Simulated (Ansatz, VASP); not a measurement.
**Si2BN in VASP and in Ansatz**

The input INCAR:

```
ALGO = Normal
EDIFF = 1E-6
EDIFFG = -0.01
ENCUT = 600
GGA = PE
IBRION = 2
ISIF = 3
ISMEAR = 0
LASPH = True
LCHARG = False
LREAL = False
LWAVE = False
NELM = 100
NSW = 100
PREC = Accurate
SIGMA = 0.1
```

The input KPOINTS:

```
k-points
0
Gamma
  20 20 6
```

File POSCAR:

```
Si2BN
1.0
    2.3832518361      0.0000000000      0.0000000000
    0.0000000000      2.3832518361      0.0000000000
    0.0000000000      0.0000000000      8.5812983499
Si B N
2 1 1
Direct
    0.0000000000      0.0000000000      0.3600749907
    0.0000000000      0.0000000000      0.6399250093
    0.0000000000      0.0000000000      0.0000000000
    0.5000000000      0.5000000000      0.0000000000
```

Input for Ansatz:

```yaml
crystal:
  lattice:
    - [2.3832518361, 0.0, 0.0]
    - [0.0, 2.3832518361, 0.0]
    - [0.0, 0.0, 8.5812983499]
  atoms:
    - { symbol: Si, position: [0.0, 0.0, 0.3600749907] }
    - { symbol: Si, position: [0.0, 0.0, 0.6399250093] }
    - { symbol: B, position: [0.0, 0.0, 0.0] }
    - { symbol: "N", position: [0.5, 0.5, 0.0] }
basis:
  ecutwfc: 420
kpoints:
  mp_grid: { grid: [20, 20, 6] }
hamiltonian:
  xc: pbe
scf:
  occupations: { method: gaussian, width: 0.1 }
output:
  forces: true
  stress: true
  eigenvalues: true
  write_density: true
  write_potential: true
  elf: true
  volumetric_format: npy
relax:
  adjacent_minimum: "off"
  f_tol: 0.01
  max_steps: 80
  cell: { stress_tol: 0.05 }
```

Alike in both runs: task relaxation of cell and atoms; functional PBE; k mesh 20 × 20 × 6; occupations gaussian, width 0.1 eV; no spin polarisation.

```csv
,VASP,Ansatz
version,VASP 6.6.1,Ansatz 0.2.0
potentials or method,"VASP PAW PBE potentials, release 64 (Si, B, N), cutoff 600 eV","scalar-relativistic, plane waves, PAW"
valence electrons in the cell,16,16
```

VASP gave:

| Property | Result |
| --- | --- |
| gap on the k mesh at the Fermi level, each at its own relaxed structure (eV) | none |
| relaxed volume (Å³/atom) | 12.06 |
| relaxed length of the cell vector where the two differ most in proportion (Å) | 8.489 |

Problem. Which values does Ansatz return?

Solution. gap on the k mesh at the Fermi level, each at its own relaxed structure (eV): none; relaxed volume (Å³/atom): 12.10; relaxed length of the cell vector where the two differ most in proportion (Å): 8.513.

A gap of «none» marks a metal or a gap that the smearing closes.
